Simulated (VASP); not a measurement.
Input of a VASP 6.6.1 run:

Contents of INCAR:

```
PREC = Accurate ; ENCUT = 500
EDIFF = 1E-6 ; ISMEAR = 0
SIGMA = 0.02 ; LREAL = F
LASPH = T ; NELM = 120
ALGO = Normal ; ISIF = 2
LWAVE = F ; LCHARG = F
GGA = PE ; NBANDS = 11
GGA_COMPAT = F
```

KPOINTS

```
regular mesh
0
Gamma
  10 10 10
```

POSCAR

```
BP
1.0
    0.0000000000      2.1792834192      2.1792834192
    2.1792834192      0.0000000000      2.1792834192
    2.1792834192      2.1792834192      0.0000000000
B P
1 1
Direct
    0.0000000000      0.0000000000      0.0000000000
    0.2500000000      0.2500000000      0.2500000000
```

Potentials or basis: VASP PAW PBE potentials, release 64 (B, P).

The run is started by

```console
$ cat potpaw_PBE.64/B/POTCAR potpaw_PBE.64/P/POTCAR > POTCAR
$ mpirun -np 1 vasp_std > vasp.out
```

**Question.** Predict the band gap on the k mesh.

**Answer.** 1.07 eV, indirect (least direct gap 3.61 eV).

**Question.** Estimate the pressure.

**Answer.** 26.0 GPa.

A k mesh can miss the band edges. A hybrid or GW would open this gap; PBE tends to underestimate it.
